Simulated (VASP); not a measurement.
The system is K3TeH.

```
K Te H
1.0
     5.16554    0.00000    0.00000
     0.00000    5.16554    0.00000
     0.00000    0.00000    5.16554
K Te H
3 1 1
Direct
  0.00000 0.50000 0.50000
  0.50000 0.00000 0.50000
  0.50000 0.50000 0.00000
  0.00000 0.00000 0.00000
  0.50000 0.50000 0.50000
```

The cell was generated, and may not be a known phase.

- Program: VASP 6.6.1
- Task: relaxation of cell and atoms
- Functional: PBE
- Potentials or basis: VASP PAW PBE potentials, release 64 (K_sv, Te, H)
- Cutoff: 600 eV
- k mesh: 6 × 6 × 6
- Occupations: gaussian, width 0.02 eV
- Spin: no spin polarisation

At the start: pressure 2.6 GPa; volume 27.57 Å³/atom.

Question: Where does the relaxation end?

Answer: Over 4 steps the energy falls by 28.1 meV/atom and the volume is 31.45 Å³/atom (+14.1 %); space group Pm-3m (No. 221, to 0.1 Å) before and after.

Step by step:
```csv
step,energy change (eV),largest force (eV/Å),pressure (GPa),volume (Å³)
1,0.0000,0.0000,2.65,137.83
2,-0.1074,0.0000,1.15,147.11
3,-0.1348,0.0000,-0.40,161.27
4,-0.1404,0.0000,-0.03,157.25
```

Final structure:
```yaml
crystal:
  lattice:
    - [5.39753, 0.00000, 0.00000]
    - [0.00000, 5.39753, 0.00000]
    - [0.00000, 0.00000, 5.39753]
  atoms:
    - { symbol: K, position: [0.00000, 0.50000, 0.50000] }
    - { symbol: K, position: [0.50000, 0.00000, 0.50000] }
    - { symbol: K, position: [0.50000, 0.50000, 0.00000] }
    - { symbol: Te, position: [0.00000, 0.00000, 0.00000] }
    - { symbol: H, position: [0.50000, 0.50000, 0.50000] }
```
